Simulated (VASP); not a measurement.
Wanted: the native input for a VASP 6.6.1 run.

```
Task                   : single point
Functional             : PBE
Potentials or basis    : VASP PAW PBE potentials, release 64 (Pt, Se)
Cutoff                 : 520 eV
k mesh                 : 4 × 4 × 4
Occupations            : gaussian, width 0.1 eV
Spin                   : no spin polarisation
Dipole correction      : no
Further INCAR settings : ALGO = Normal; EDIFF = 1e-06; NBANDS = 29
```

The structure of Pt3Se2 lies in POSCAR:

```
Pt3Se2
1.0
    4.5378076500      0.0000000000      0.0000000000
    0.0000000000      4.5378076500      0.0000000000
    0.0000000000      0.0000000000      5.6034919800
Pt Se
3 2
Direct
    0.0000000000      0.0000000000      0.5000000000
    0.0000000000      0.5000000000      0.0000000000
    0.5000000000      0.0000000000      0.0000000000
    0.0000000000      0.5000000000      0.5000000000
    0.5000000000      0.0000000000      0.5000000000
```

One way to write it, as run:

INCAR

```
SYSTEM = Pt3Se2
ALGO = Normal
EDIFF = 1E-6
ENCUT = 520
GGA = PE
ISIF = 2
ISMEAR = 0
LASPH = .TRUE.
LCHARG = .FALSE.
LREAL = .FALSE.
LWAVE = .FALSE.
NBANDS = 29
NELM = 80
PREC = Accurate
SIGMA = 0.1
```

KPOINTS

```
k-points
0
G
  4 4 4
  0 0 0
```

Potentials or basis: VASP PAW PBE potentials, release 64 (Pt, Se).

Launch:

```bash
$ cat potpaw_PBE.64/Pt/POTCAR potpaw_PBE.64/Se/POTCAR > POTCAR
$ mpirun -np 1 vasp_std > vasp.out
```

Results of the run:

| Property | Result |
| --- | --- |
| Pressure | 1.3 GPa |
| Band gap on the k mesh | zero (band 21 reaches 5.85 eV, above the bottom of band 22 at 4.16 eV) |

Caveat: spin-orbit coupling is left out, which moves the levels of the heavy elements.

Wall time 29 s on 1 thread of AMD EPYC 9R45 96-Core Processor (Zen 5), on a shared host, peak memory 0.21 GiB.
